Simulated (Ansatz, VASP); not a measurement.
## One calculation of Ni, two programs

INCAR

```
  PREC = Accurate
  ENCUT = 520
  EDIFF = 1E-8
  ISMEAR = -1
  SIGMA = 0.05
  LREAL = False
  LASPH = True
  NELM = 150
  ALGO = Normal
  ISIF = 2
  LWAVE = False
  LCHARG = False
  ISPIN = 2
  MAGMOM = 1.5
  LORBIT = 11
  LMAXMIX = 4
  LEFG = True
  NBANDS = 15
```

The input KPOINTS:

```
Automatic mesh
0
Gamma
  20 20 20
```

Contents of POSCAR:

```
Ni
1.0
    0.0000000000      1.7325910000      1.7679500000
    1.7325910000      0.0000000000      1.7679500000
    1.7325910000      1.7325910000      0.0000000000
Ni
1
Direct
    0.0000000000      0.0000000000      0.0000000000
```

Input for Ansatz:

```yaml
crystal:
  lattice:
    - [0.0, 1.732591, 1.76795]
    - [1.732591, 0.0, 1.76795]
    - [1.732591, 1.732591, 0.0]
  atoms:
    - { symbol: Ni, position: [0.0, 0.0, 0.0], spin: 1.5 }
magnetization:
  spin_polarized: true
kpoints:
  mp_grid: { grid: [20, 20, 20] }
scf:
  occupations: { method: fermi_dirac, width: 0.05 }
hamiltonian:
  xc: lda
  pseudopotentials: { kind: all_electron, datasets: crystal }
output:
  forces: true
  stress: true
  eigenvalues: true
  efg: { contact_densities: true }
```

Change from the starting cell: equal xx and yy strain of -2 %, crystal datasets.

Alike in both runs: task electric field gradients; functional LDA; k mesh 20 × 20 × 20; occupations fermi-dirac, width 0.05 eV; collinear spin.

|  | VASP | Ansatz |
| --- | --- | --- |
| version | VASP 6.6.1 | Ansatz 0.2.0 |
| potentials or method | VASP PAW LDA potentials, release 64 (Ni), cutoff 520 eV | all-electron PAW with datasets made for the crystal, scalar-relativistic |

|  | VASP | Ansatz | Ansatz less VASP |
| --- | --- | --- | --- |
| pressure (GPa) | -12.4 | -12.5 | -0.14 |
| traceless stress, the component that is largest in VASP (GPa) | -1.70 | -1.75 | -0.051 |
| net moment per atom (μB) | 0.61 | 0.62 | +0.015 |
| size of the moment on the site where the two differ most (μB) | 0.61 | 0.65 | +0.040 |
| size of Vzz on the site where it differs most (V/Å²) | 1.4 | 1.1 | -0.37 |

LDA's correlation is that of Perdew and Zunger in VASP and of Perdew and Wang (1992) in Ansatz. Site moments also hang on the region over which each program counts them. Ansatz ran all-electron here, and VASP with PAW potentials. Ansatz's warnings: printed levels off.
